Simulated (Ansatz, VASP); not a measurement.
This is a calculation of MgS for VASP 6.6.1.

INCAR

```
SYSTEM = MgS
PREC = Accurate
ENCUT = 520
EDIFF = 1E-6
ISMEAR = -1
SIGMA = 0.05
LREAL = .FALSE.
LASPH = .TRUE.
NELM = 100
ALGO = Normal
ISIF = 2
LWAVE = .FALSE.
LCHARG = .TRUE.
GGA = PE
LELF = .TRUE.
LVHAR = .TRUE.
NBANDS = 11
```

KPOINTS

```
regular mesh
0
G
  8 8 8
  0 0 0
```

File POSCAR:

```
MgS
1.0
    0.0000000000      2.7752850422      2.7752850422
    2.7752850422      0.0000000000      2.7752850422
    2.7752850422      2.7752850422      0.0000000000
S Mg
1 1
Direct
    0.2500000000      0.2500000000      0.2500000000
    0.0000000000      0.0000000000      0.0000000000
```

Potentials or basis: VASP PAW PBE potentials, release 64 (S, Mg).

The run is started by

```bash
$ cat potpaw_PBE.64/S/POTCAR potpaw_PBE.64/Mg/POTCAR > POTCAR
$ mpirun -np 1 vasp_std > vasp.out
```

Problem. Translate it to Ansatz 0.2.0. Potentials there: all-electron LAPW, scalar-relativistic.

Solution. As run (the cutoff follows the program's own potentials):

Contents of input.yaml:

```yaml
crystal:
  lattice:
    - [0.0, 2.7752850422, 2.7752850422]
    - [2.7752850422, 0.0, 2.7752850422]
    - [2.7752850422, 2.7752850422, 0.0]
  atoms:
    - { symbol: S, position: [0.25, 0.25, 0.25] }
    - { symbol: Mg, position: [0.0, 0.0, 0.0] }
kpoints:
  mp_grid: { grid: [8, 8, 8] }
scf:
  occupations: { method: fermi_dirac, width: 0.05 }
hamiltonian:
  xc: pbe
  pseudopotentials: { kind: all_electron, lapw: { basis_error: 0.0005 } }
output:
  forces: true
  stress: true
  eigenvalues: true
```

Potentials or basis: all-electron LAPW, scalar-relativistic.

Run with:

```sh
$ ansatz run input.yaml --threads 1 --pin off --max-ram 3072MiB --backend cpu --events-out ev --progress --plain --runs-dir out
```

Both were run:

|  | VASP | Ansatz | Ansatz less VASP |
| --- | --- | --- | --- |
| gap on the k mesh at the Fermi level (eV) | 3.76 | 3.76 | +0.001 |
| least direct gap on the mesh (eV) | 3.76 | 3.76 | +0.001 |
| pressure (GPa) | 4.9 | 5.1 | +0.14 |

Ansatz ran all-electron here, and VASP with PAW potentials.
